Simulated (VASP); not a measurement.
# Li (P6_3/mmc) in VASP: notebook

The runs below take Li through single point, with r2SCAN.

Program: VASP 6.6.1. These are calculated values, not measurements. Logs are shortened: lines on timing, memory, paths and dates and some standing lists are left out, and cuts for length are marked.

### 1 The cell of the first run

It takes space group P6_3/mmc (No. 194, hexagonal). The conventional cell has a = 3.099 Å, b = 3.099 Å, c = 10.098 Å, α = 90.00°, β = 90.00°, γ = 120.00°. Li (site symmetry -3m) has 12 Li at 3.09 to 3.10 Å within 4.1 Å. Within 4.1 Å of Li (site symmetry -6m2) lie 12 Li at 3.09 to 3.10 Å.

This isn't the form of Li at room conditions, which is bcc.

### 2 Single point, r2SCAN

Input file POSCAR:

```
Li
1.0
    3.0989080413      0.0000000000      0.0000000000
   -1.5494540206      2.6837330877      0.0000000000
    0.0000000000      0.0000000000     10.0984235491
Li
4
Direct
    1.0000000000      1.0000000000      1.0000000000
    1.0000000000      1.0000000000      0.5000000000
    0.3333333333      0.6666666667      0.2500000000
    0.6666666667      0.3333333333      0.7500000000
```

Input file INCAR.step1:

```
  ALGO = Normal
  EDIFF = 1E-5
  ENCUT = 830
  GGA = PE
  GGA_COMPAT = F
  ISMEAR = -1
  LASPH = T
  LCHARG = F
  LREAL = F
  LWAVE = T
  NBANDS = 14
  NELM = 120
  PREC = Accurate
  SIGMA = 0.1
```

Input file INCAR.step2:

```
  ALGO = Normal
  EDIFF = 1E-6
  ENCUT = 830
  GGA_COMPAT = F
  ISIF = 2
  ISMEAR = -1
  ISTART = 1
  LASPH = T
  LCHARG = F
  LMIXTAU = T
  LREAL = F
  LWAVE = F
  METAGGA = R2SCAN
  NBANDS = 14
  NELM = 120
  PREC = Accurate
  SIGMA = 0.1
```

Input file KPOINTS:

```
k-points
0
Gamma
  12 12 3
```

Potentials or basis: VASP PAW PBE potentials, release 64 (Li_sv).

Run with:

```sh
> cat potpaw_PBE.64/Li_sv/POTCAR > POTCAR
> cp INCAR.step1 INCAR
> mpirun -np 1 vasp_std > vasp.out
> cp INCAR.step2 INCAR
> mpirun -np 1 vasp_std > vasp.out
```

OUTCAR:

```text
EDIFF = 1E-6
   ENCUT = 830
   ISIF = 2
   ISMEAR = -1
   ISTART = 1
   LASPH = T
   LREAL = F
   METAGGA = R2SCAN
   NELM = 120
   PREC = Accurate

 ion  position               nearest neighbor table
   1  0.000  0.000  0.000-
   2  0.000  0.000  0.500-
   3  0.333  0.667  0.250-
   4  0.667  0.333  0.750-

  LATTYP: Found a hexagonal cell.
 ALAT       =     3.0989080413
 C/A-ratio  =     3.2587038449

  Lattice vectors:

 A1 = (   3.0989080413,   0.0000000000,   0.0000000000)
 A2 = (  -1.5494540206,   2.6837330877,   0.0000000000)
 A3 = (   0.0000000000,   0.0000000000,  10.0984235491)

Analysis of symmetry for initial positions (statically):
=====================================================================
 Subroutine PRICEL returns:
 Original cell was already a primitive cell.

 Routine SETGRP: Setting up the symmetry group for a
 hexagonal supercell.

 Subroutine GETGRP returns: Found 24 space group operations
 (whereof 12 operations were pure point group operations)
 out of a pool of 24 trial point group operations.

The static configuration has the point symmetry D_3d.
 The point group associated with its full space group is D_6h.

Analysis of symmetry for dynamics (positions and initial velocities):
=====================================================================
 Subroutine PRICEL returns:
 Original cell was already a primitive cell.

 Routine SETGRP: Setting up the symmetry group for a
 hexagonal supercell.

 Subroutine GETGRP returns: Found 24 space group operations
 (whereof 12 operations were pure point group operations)
 out of a pool of 24 trial point group operations.

The dynamic configuration has the point symmetry D_3d.
 The point group associated with its full space group is D_6h.

 Subroutine INISYM returns: Found 24 space group operations
 (whereof 12 operations are pure point group operations),
 and found     1 'primitive' translations

----------------------------------------------------------------------------------------

                                     Primitive cell

  volume of cell :      83.9850

  direct lattice vectors                    reciprocal lattice vectors
     3.098908041  0.000000000  0.000000000     0.322694313  0.186307648  0.000000000
    -1.549454021  2.683733088  0.000000000     0.000000000  0.372615296  0.000000000
     0.000000000  0.000000000 10.098423549     0.000000000  0.000000000  0.099025357

  length of vectors
     3.098908041  3.098908041 10.098423549     0.372615296  0.372615296  0.099025357

  position of ions in fractional coordinates (direct lattice)
     0.000000000  0.000000000  0.000000000
     0.000000000  0.000000000  0.500000000
     0.333333333  0.666666667  0.250000000
     0.666666667  0.333333333  0.750000000

  ion indices of the primitive-cell ions
   primitive index   ion index
                 1           1
                 2           2
                 3           3
                 4           4

----------------------------------------------------------------------------------------

 KPOINTS: k-points

Automatic generation of k-mesh.
 Grid dimensions read from file:
 generate k-points for:   12   12    3

 Generating k-lattice:

  Cartesian coordinates                     Fractional coordinates (reciprocal lattice)
     0.026891193  0.015525637  0.000000000     0.083333333  0.000000000  0.000000000
     0.000000000  0.031051275  0.000000000     0.000000000  0.083333333  0.000000000
     0.000000000  0.000000000  0.033008452     0.000000000  0.000000000  0.333333333

  Length of vectors
     0.031051275  0.031051275  0.033008452

  Shift w.r.t. Gamma in fractional coordinates (k-lattice)
     0.000000000  0.000000000  0.000000000

 Subroutine IBZKPT returns following result:
 ===========================================

 Found     38 irreducible k-points:

 Following reciprocal coordinates:
            Coordinates               Weight
  0.000000  0.000000  0.000000      1.000000
  0.083333  0.000000  0.000000      6.000000
  0.166667 -0.000000  0.000000      6.000000
  0.250000 -0.000000  0.000000      6.000000
  0.333333  0.000000  0.000000      6.000000
  0.416667  0.000000  0.000000      6.000000
[... 16 lines left out ...]
  0.250000 -0.000000  0.333333     12.000000
  0.333333  0.000000  0.333333     12.000000
 [... further k-points ...]
   k-points           NKPTS =     38   k-points in BZ     NKDIM =     38   number of bands    NBANDS=     14
   number of dos      NEDOS =    301   number of ions     NIONS =      4
   total plane-waves  NPLWV =  86400
   dimension x,y,z NGX =    30 NGY =   30 NGZ =   96
   dimension x,y,z NGXF=    60 NGYF=   60 NGZF=  192
   ions per type =               4
   NGX,Y,Z   is equivalent  to a cutoff of  16.09, 16.09, 15.80 a.u.
   NGXF,Y,Z  is equivalent  to a cutoff of  32.19, 32.19, 31.61 a.u.
 SYSTEM =  unknown system
   PREC   = accura    normal or accurate (medium, high low for compatibility)
   ISTART =      1    job   : 0-new  1-cont  2-samecut
   ICHARG =      0    charge: 1-file 2-atom 10-const
   ISPIN  =      1    spin polarized calculation?
   LNONCOLLINEAR =      F non collinear calculations
   LSORBIT =      F    spin-orbit coupling
   LASPH  =      T    aspherical Exc in radial PAW
   ENCUT  =  830.0 eV  61.00 Ry    7.81 a.u.   7.28  7.28 23.72*2*pi/ulx,y,z
   NELM   =    120;   NELMIN=  2; NELMDL=  0     # of ELM steps
   EDIFF  = 0.1E-05   stopping-criterion for ELM
   LREAL  =      F    real-space projection
[... 7 lines left out ...]
   TEBEG  =    0.0;   TEEND  =   0.0 temperature during run
   PSTRESS=    0.0 pullay stress
   NELECT =      12.0000    total number of electrons
   NUPDOWN=      -1.0000    fix difference up-down
   EMIN   =  10.00;   EMAX   =-10.00  energy-range for DOS
   EFERMI =   0.00;   METHOD = LEGACY
   ISMEAR =    -1;   SIGMA  =   0.10  broadening in eV -4-tet -1-fermi 0-gaus
   EFERMI_NEDOS =   21; number of points for ismear=-14 and -15
   IALGO  =     38    algorithm
   IMIX   =      4    mixing-type and parameters
     AMIX     =   0.40;   BMIX     =  1.00
     AMIX_MAG =   1.60;   BMIX_MAG =  1.00
  volume/ion in A,a.u.               =      21.00       141.69
  Fermi-wavevector in a.u.,A,eV,Ry     =   0.855857  1.617336  9.966156  0.732492
  Thomas-Fermi vector in A             =   1.972671
   LORBIT       =      0    0 simple, 1 ext, 2 COOP (PROOUT), +10 PAW based schemes
   METAGGA = R2SCAN    functional components
   LHFCALC =     F    Hartree Fock is set to
   AEXX    =    0.0000 exact exchange contribution
   IVDW    =     0    specifies the selected vdW correction
   LEPSILON=     F    determine dielectric tensor
   LRPA    =     F    only Hartree local field effects (RPA)
 non-spin polarized calculation
  energy-cutoff  :      830.00
  volume of cell :       83.98
 maximum number of plane-waves:      4613
 NGX is ok and might be reduce to    30
   NGX = 15   NGY = 15   NGZ = 47

 number of electron      11.9999990 magnetization

 Free energy of the ion-electron system (eV)
  ---------------------------------------------------
  ext. energy  EPLUGINS =         0.00000000
  ---------------------------------------------------
  free energy    TOTEN  =        -9.57425287 eV

  energy without entropy =       -9.51483267  energy(sigma->0) =       -9.54454277

 E-fermi :   0.5000     XC(G=0):  -7.3548

 val. band max:        0.4928758169   @ k =   0.5000  -0.0000   0.0000
 cond. band min:       0.5145663098   @ k =   0.3333   0.1667   0.3333
 fundamental gap:      0.0216904930
 Fermi energy:         0.4999561871

 k-point     1 :       0.0000    0.0000    0.0000
  band No.  band energies     occupation
      1     -47.6052      2.00000
      2     -47.5989      2.00000
      3     -47.5940      2.00000
      4     -47.5877      2.00000
      5      -3.2795      2.00000
      6      -2.0794      2.00000
      7      -2.0770      2.00000
      8       0.5579      0.71797
      9       3.6048      0.00000
     10       9.0341      0.00000
     11       9.0403      0.00000
     12      14.0792      0.00000
     13      14.0792      0.00000
     14      14.6674      0.00000

 k-point     2 :       0.0833    0.0000    0.0000
  band No.  band energies     occupation
      1     -47.6042      2.00000
      2     -47.5981      2.00000
      3     -47.5932      2.00000
      4     -47.5872      2.00000
      5      -3.1609      2.00000
      6      -1.9578      2.00000
      7      -1.9554      2.00000
      8       0.7113      0.21556
      9       3.6540      0.00000
     10       9.0866      0.00000
     11       9.1013      0.00000
     12      12.6961      0.00000
     13      13.1183      0.00000
     14      13.9002      0.00000

 k-point     3 :       0.1667   -0.0000    0.0000
  band No.  band energies     occupation
      1     -47.6015      2.00000
      2     -47.5961      2.00000
      3     -47.5912      2.00000
      4     -47.5859      2.00000
      5      -2.8050      2.00000
      6      -1.5948      2.00000
      7      -1.5923      2.00000
      8       1.1709      0.00244
      9       3.7855      0.00000
     10       9.0488      0.00000
     11       9.1971      0.00000
     12      10.7168      0.00000
     13      11.5817      0.00000
     14      11.8367      0.00000

 k-point     4 :       0.2500   -0.0000    0.0000
  band No.  band energies     occupation
      1     -47.5976      2.00000
      2     -47.5934      2.00000
      3     -47.5885      2.00000
      4     -47.5843      2.00000
      5      -2.2120      2.00000
      6      -0.9975      2.00000
      7      -0.9944      2.00000
      8       1.9342      0.00000
      9       3.9052      0.00000
     10       7.7730      0.00000
     11       8.4977      0.00000
     12       9.2632      0.00000
     13      10.2768      0.00000
     14      10.6156      0.00000

 k-point     5 :       0.3333    0.0000    0.0000
  band No.  band energies     occupation
      1     -47.5936      2.00000
      2     -47.5907      2.00000
      3     -47.5858      2.00000
      4     -47.5829      2.00000
      5      -1.3878      2.00000
      6      -0.1910      1.99801
      7      -0.1855      1.99789
      8       2.9926      0.00000
      9       3.6409      0.00000
     10       6.1927      0.00000
     11       6.6907      0.00000
[... 276 lines left out ...]
 k-point    22 :       0.1667   -0.0000    0.3333
  band No.  band energies     occupation
      1     -47.6005      2.00000
      2     -47.5981      2.00000
      3     -47.5893      2.00000
      4     -47.5868      2.00000
      5      -2.6703      2.00000
      6      -2.2660      2.00000
      7      -0.6662      1.99998
      8       0.4386      1.29773
      9       4.8229      0.00000
     10       6.8247      0.00000
     11      10.4243      0.00000
     12      10.8842      0.00000
     13      12.0741      0.00000
     14      12.1165      0.00000

 k-point    23 :       0.2500   -0.0000    0.3333
  band No.  band energies     occupation
      1     -47.5969      2.00000
      2     -47.5949      2.00000
      3     -47.5870      2.00000
      4     -47.5851      2.00000
      5      -2.0772      2.00000
      6      -1.6720      2.00000
      7      -0.0562      1.99235
      8       1.0938      0.00526
      9       4.9991      0.00000
     10       6.7784      0.00000
     11       8.4684      0.00000
     12       8.9707      0.00000
     13      10.1838      0.00000
     14      11.0819      0.00000

 k-point    24 :       0.3333    0.0000    0.3333
  band No.  band energies     occupation
      1     -47.5930      2.00000
      2     -47.5917      2.00000
      3     -47.5848      2.00000
      4     -47.5834      2.00000
      5      -1.2549      2.00000
      6      -0.8553      2.00000
      7       0.7423      0.16275
      8       1.9104      0.00000
      9       4.6917      0.00000
     10       5.6589      0.00000
     11       7.2506      0.00000
     12       7.9089      0.00000
     13       8.9287      0.00000
     14       9.2605      0.00000

 [... further k-points ...]

------------------------ aborting loop because EDIFF is reached ----------------------------------------

  FORCE on cell =-STRESS in cart. coord.  units (eV):
  Direction    XX          YY          ZZ          XY          YZ          ZX
  --------------------------------------------------------------------------------------
  -------------------------------------------------------------------------------------
  Total       -0.1167921     -0.1167921     -0.1582271     -0.0000000      0.0000000      0.0000000
  in kB       -2.2280370     -2.2280370     -3.0184909     -0.0000000      0.0000000      0.0000000
  external PRESSURE =      -2.4915216 kB  Pullay stress =       0.0000000 kB

 VOLUME and BASIS-vectors are now :
 -----------------------------------------------------------------------------
  energy-cutoff  :      830.00
  volume of cell :       83.98
      direct lattice vectors                 reciprocal lattice vectors
     3.098908041  0.000000000  0.000000000     0.322694313  0.186307648  0.000000000
    -1.549454021  2.683733088  0.000000000     0.000000000  0.372615296  0.000000000
     0.000000000  0.000000000 10.098423549     0.000000000  0.000000000  0.099025357

 POSITION                                       TOTAL-FORCE (eV/Angst)
 -----------------------------------------------------------------------------------
      0.00000      0.00000      0.00000         0.000000      0.000000      0.000000
      0.00000      0.00000      5.04921         0.000000      0.000000      0.000000
     -0.00000      1.78916      2.52461         0.000000     -0.000000      0.000000
      1.54945      0.89458      7.57382        -0.000000      0.000000     -0.000000
 -----------------------------------------------------------------------------------
    total drift:                                0.000000      0.000000      0.000000

  FREE ENERGIE OF THE ION-ELECTRON SYSTEM (eV)
  ---------------------------------------------------
  free  energy   TOTEN  =        -9.5742528726 eV

  energy  without entropy=       -9.5148326683  energy(sigma->0) =       -9.54454277
```

Run time: 9.7 min. Hardware: 1 thread of Oxide Virtual Turin-like, shared host; peak memory 0.29 GiB.

Results:

```
Free energy            : -9.5743 eV
Pressure               : -0.2 GPa
Band gap on the k mesh : zero (bands 6 and 7 overlap by 4.28 eV)
```

Stress tensor (GPa, compression positive):
```
-0.22  0.00  0.00
 0.00 -0.22  0.00
 0.00  0.00 -0.30
```

Caveat: the PAW data sets were made with another functional, which shifts forces and pressure a little.

[end of part 1 of 2]

The gap in the log of VASP goes by the Fermi energy; the results here count the filled bands.